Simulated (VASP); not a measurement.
# Ni (Pm-3m) in VASP: a series of runs, part 2 of 2

VASP 6.6.1. The steps go on from the part before.

## (4) Single point, revPBE, collinear spin, ferromagnetic start (12.93 Å³/atom)

This run uses another cell than the first one, of 12.93 Å³/atom.

Input file INCAR:

```
  PREC = Accurate
  ENCUT = 520
  EDIFF = 1E-6
  ISMEAR = -1
  SIGMA = 0.05
  LREAL = False
  LASPH = True
  NELM = 150
  ALGO = Normal
  ISIF = 2
  LWAVE = False
  LCHARG = False
  ISPIN = 2
  MAGMOM = 0.634
  LORBIT = 11
  LMAXMIX = 4
  GGA = RE
  NBANDS = 15
```

Input file KPOINTS:

```
Automatic mesh
0
Gamma
  15 15 15
```

Input file POSCAR:

```
Ni
1.0
    2.3470572277      0.0000000000      0.0000000000
    0.0000000000      2.3470572277      0.0000000000
    0.0000000000      0.0000000000      2.3470572277
Ni
1
Direct
    0.0000000000      0.0000000000      0.0000000000
```

On the command line:

```console
$ cat potpaw_PBE.64/Ni/POTCAR > POTCAR
$ mpirun -np 1 vasp_std > vasp.out
```

Wall time 62 s (1 thread of Intel Xeon 8259CL, shared host); peak memory 0.15 GiB.

The run converged. Its results:

* Free energy: -4.3905 eV
* Pressure: 0.1 GPa
* Net moment: 0.58 μB per cell
* Site moments: Ni +0.59 μB
* Valence electrons inside the program's atomic spheres: Ni 9.21

Levels at points of the mesh, in eV from the Fermi level:
Spin up:
| k point | band 1 | band 2 | band 3 | band 4 | band 5 | band 6 | band 7 | band 8 | band 9 | band 10 |
| --- | --- | --- | --- | --- | --- | --- | --- | --- | --- | --- |
| (0.00, 0.00, 0.00) | -7.82 | -3.50 | -3.50 | -0.43 | -0.43 | -0.43 | 19.12 | 19.12 | 19.12 | 22.82 |
Spin down:
```csv
k point,band 2,band 3,band 4,band 5,band 6,band 7,band 8,band 9
"(0.00, 0.00, 0.00)",-3.01,-3.01,0.28,0.28,0.28,19.18,19.18,19.18
```

Caveat: the PAW data sets were made with another functional, which shifts forces and pressure a little.

## (5) Single point, revPBE, collinear spin, ferromagnetic start (13.45 Å³/atom)

This run uses another cell than the first one, of 13.45 Å³/atom.

Input file INCAR:

```
SYSTEM = Ni
PREC = Accurate
ENCUT = 520
EDIFF = 1E-6
ISMEAR = -1
SIGMA = 0.05
LREAL = .FALSE.
LASPH = .TRUE.
NELM = 150
ALGO = Normal
ISIF = 2
LWAVE = .FALSE.
LCHARG = .FALSE.
ISPIN = 2
MAGMOM = 0.634
LORBIT = 11
LMAXMIX = 4
GGA = RE
NBANDS = 15
```

Input file KPOINTS:

```
regular mesh
0
G
  15 15 15
  0 0 0
```

Input file POSCAR:

```
Ni
1.0
    2.3779431016      0.0000000000      0.0000000000
    0.0000000000      2.3779431016      0.0000000000
    0.0000000000      0.0000000000      2.3779431016
Ni
1
Direct
    0.0000000000      0.0000000000      0.0000000000
```

Potentials or basis: VASP PAW PBE potentials, release 64 (Ni).

On the command line:

```console
$ cat potpaw_PBE.64/Ni/POTCAR > POTCAR
$ mpirun -np 1 vasp_std > vasp.out
```

OUTCAR:

```text
SYSTEM = Ni
   PREC = Accurate
   ENCUT = 520
   EDIFF = 1E-6
   ISMEAR = -1
   LREAL = .FALSE.
   LASPH = .TRUE.
   NELM = 150
   ISIF = 2
   ISPIN = 2
   LORBIT = 11
   GGA = RE

 ion  position               nearest neighbor table
   1  0.000  0.000  0.000-

  LATTYP: Found a simple cubic cell.
 ALAT       =     2.3779431016

  Lattice vectors:

 A1 = (   2.3779431016,   0.0000000000,   0.0000000000)
 A2 = (   0.0000000000,   2.3779431016,   0.0000000000)
 A3 = (   0.0000000000,   0.0000000000,   2.3779431016)

Analysis of symmetry for initial positions (statically):
=====================================================================
 Subroutine PRICEL returns:
 Original cell was already a primitive cell.

 Routine SETGRP: Setting up the symmetry group for a
 simple cubic supercell.

 Subroutine GETGRP returns: Found 48 space group operations
 (whereof 48 operations were pure point group operations)
 out of a pool of 48 trial point group operations.

The static configuration has the point symmetry O_h .

Analysis of symmetry for dynamics (positions and initial velocities):
[... 631 lines left out ...]
     12      32.9598      0.00000
     13      47.0803      0.00000
     14      47.0803      0.00000
[... 403 lines left out ...]
      4       6.4203      0.99966
      5       6.5349      0.99664
      6       6.8514      0.34578
      7      14.5207      0.00000
      8      21.6941      0.00000
      9      29.9145      0.00000
     10      30.7485      0.00000
     11      31.7787      0.00000
     12      39.3529      0.00000
     13      40.0883      0.00000
     14      41.8937      0.00000
     15      46.5140      0.00000

 [... further k-points ...]

------------------------ aborting loop because EDIFF is reached ----------------------------------------

  FORCE on cell =-STRESS in cart. coord.  units (eV):
  Direction    XX          YY          ZZ          XY          YZ          ZX
  --------------------------------------------------------------------------------------
  -------------------------------------------------------------------------------------
  Total       -0.3460639     -0.3460639     -0.3460639      0.0000000      0.0000000     -0.0000000
  in kB      -41.2346713    -41.2346713    -41.2346713      0.0000000      0.0000000     -0.0000000
  external PRESSURE =     -41.2346713 kB  Pullay stress =       0.0000000 kB

 VOLUME and BASIS-vectors are now :
 -----------------------------------------------------------------------------
  energy-cutoff  :      520.00
  volume of cell :       13.45
      direct lattice vectors                 reciprocal lattice vectors
     2.377943102  0.000000000  0.000000000     0.420531509  0.000000000  0.000000000
     0.000000000  2.377943102  0.000000000     0.000000000  0.420531509  0.000000000
     0.000000000  0.000000000  2.377943102     0.000000000  0.000000000  0.420531509

 POSITION                                       TOTAL-FORCE (eV/Angst)
 -----------------------------------------------------------------------------------
      0.00000      0.00000      0.00000         0.000000      0.000000      0.000000
 -----------------------------------------------------------------------------------
    total drift:                                0.000000      0.000000      0.000000

  FREE ENERGIE OF THE ION-ELECTRON SYSTEM (eV)
  ---------------------------------------------------
  free  energy   TOTEN  =        -4.3839503051 eV

  energy  without entropy=       -4.3650574353  energy(sigma->0) =       -4.37450387

 total charge

# of ion       s       p       d       tot
------------------------------------------
    1        0.484   0.345   8.324   9.153

 magnetization (x)

# of ion       s       p       d       tot
------------------------------------------
    1       -0.001  -0.004   0.675   0.669
```

OSZICAR:

```text
N       E                     dE             d eps       ncg     rms          rms(c)
DAV:   1     0.345815114956E+02    0.34582E+02   -0.42460E+03  7454   0.811E+02
DAV:   2    -0.348045186624E+01   -0.38062E+02   -0.35283E+02  8369   0.156E+02
DAV:   3    -0.509087687930E+01   -0.16104E+01   -0.15851E+01  8502   0.315E+01
DAV:   4    -0.510342634101E+01   -0.12549E-01   -0.12545E-01  8891   0.267E+00
DAV:   5    -0.510365634501E+01   -0.23000E-03   -0.23000E-03  8633   0.328E-01    0.779E+00
DAV:   6    -0.478168035696E+01    0.32198E+00   -0.11074E+01 10133   0.359E+01    0.656E+00
DAV:   7    -0.439390089934E+01    0.38778E+00   -0.25320E+00 10023   0.157E+01    0.152E+00
DAV:   8    -0.438584482985E+01    0.80561E-02   -0.10206E-02  9012   0.643E-01    0.829E-01
DAV:   9    -0.438428159912E+01    0.15632E-02   -0.18337E-03 11112   0.273E-01    0.240E-01
DAV:  10    -0.438394889527E+01    0.33270E-03   -0.90314E-04 10460   0.200E-01    0.431E-02
DAV:  11    -0.438394997065E+01   -0.10754E-05   -0.29611E-05  8485   0.364E-02    0.185E-02
DAV:  12    -0.438395030507E+01   -0.33442E-06   -0.65819E-06  8551   0.187E-02
   1 F= -.43839503E+01 E0= -.43745039E+01  d E =-.188929E-01  mag=     0.6595
```

It took 52 s on 1 thread of Intel Xeon 8259CL, shared host; peak memory 0.15 GiB.

Results:

| Property | Result |
| --- | --- |
| Free energy | -4.3840 eV |
| Pressure | -4.1 GPa |
| Net moment | 0.66 μB per cell |
| Site moments | Ni +0.67 μB |
| Valence electrons inside the program's atomic spheres | Ni 9.15 |

Levels at points of the mesh, in eV from the Fermi level:
Spin up:
```
           k point  band 1  band 2  band 3  band 4  band 5  band 6  band 7  band 8  band 9  band 10
(0.00, 0.00, 0.00)   -7.60   -3.40   -3.40   -0.51   -0.51   -0.51   18.64   18.64   18.64    22.25
```
Spin down:
```
           k point  band 1  band 2  band 3  band 4  band 5  band 6  band 7  band 8  band 9  band 10
(0.00, 0.00, 0.00)   -7.59   -2.83   -2.83    0.29    0.29    0.29   18.71   18.71   18.71    22.34
```

Caveat: the cell stands under tension; the PAW data sets were made with another functional, which shifts forces and pressure a little.

## (6) Single point, revPBE, collinear spin, ferromagnetic start (13.96 Å³/atom)

This run uses another cell than the first one, of 13.96 Å³/atom.

Input file INCAR:

```
PREC = Accurate ; ENCUT = 520
EDIFF = 1E-6 ; ISMEAR = -1
SIGMA = 0.05 ; LREAL = False
LASPH = True ; NELM = 150
ALGO = Normal ; ISIF = 2
LWAVE = False ; LCHARG = False
ISPIN = 2 ; MAGMOM = 0.634
LORBIT = 11 ; LMAXMIX = 4
GGA = RE ; NBANDS = 15
```

Input file KPOINTS:

```
regular mesh
0
Gamma
  15 15 15
```

Input file POSCAR:

```
Ni
1.0
    2.4080468429      0.0000000000      0.0000000000
    0.0000000000      2.4080468429      0.0000000000
    0.0000000000      0.0000000000      2.4080468429
Ni
1
Direct
    0.0000000000      0.0000000000      0.0000000000
```

Potentials or basis: VASP PAW PBE potentials, release 64 (Ni).

On the command line:

```console
$ cat potpaw_PBE.64/Ni/POTCAR > POTCAR
$ mpirun -np 1 vasp_std > vasp.out
```

It took 42 s on 1 thread of Intel Xeon 8259CL, shared host; peak memory 0.15 GiB.

It converged, with:

```
Free energy                                           : -4.3648 eV
Pressure                                              : -7.6 GPa
Net moment                                            : 0.73 μB per cell
Site moments                                          : Ni +0.74 μB
Valence electrons inside the program's atomic spheres : Ni 9.11
```

Levels at points of the mesh, in eV from the Fermi level:
Spin up:
| k point | band 3 | band 4 | band 5 | band 6 | band 7 | band 8 |
| --- | --- | --- | --- | --- | --- | --- |
| (0.00, 0.00, 0.00) | -3.31 | -0.57 | -0.57 | -0.57 | 18.19 | 18.19 |
Spin down:
```tsv
k point	band 1	band 2	band 3	band 4	band 5	band 6	band 7	band 8	band 9	band 10
(0.00, 0.00, 0.00)	-7.38	-2.66	-2.66	0.29	0.29	0.29	18.26	18.26	18.26	21.82
```

Caveat: the cell stands under tension; the PAW data sets were made with another functional, which shifts forces and pressure a little.

## (7) Overview

```tsv
cell	gap on the mesh (eV)	pressure (GPa)	moment (μB)
a = 2.283 Å, 1 atom	none	13.1	0.44
a = 2.315 Å, 1 atom	none	5.8	0.50
a = 2.347 Å, 1 atom	none	0.1	0.58
a = 2.378 Å, 1 atom	none	-4.1	0.66
a = 2.408 Å, 1 atom	none	-7.6	0.73
```

Alike in all rows: task single point; level revPBE; potentials or basis VASP PAW PBE potentials, release 64 (Ni); spin collinear, ferromagnetic start; k mesh 15 × 15 × 15; cutoff (eV) 520; smearing fermi-dirac 0.05 eV.

Caveats: the PAW data sets were made with another functional, which shifts forces and pressure a little; the cell stands under pressure (at least some runs); the cell stands under tension (at least some runs).

Total energies depend on the potentials used, so only differences within one code and one set of settings carry meaning.
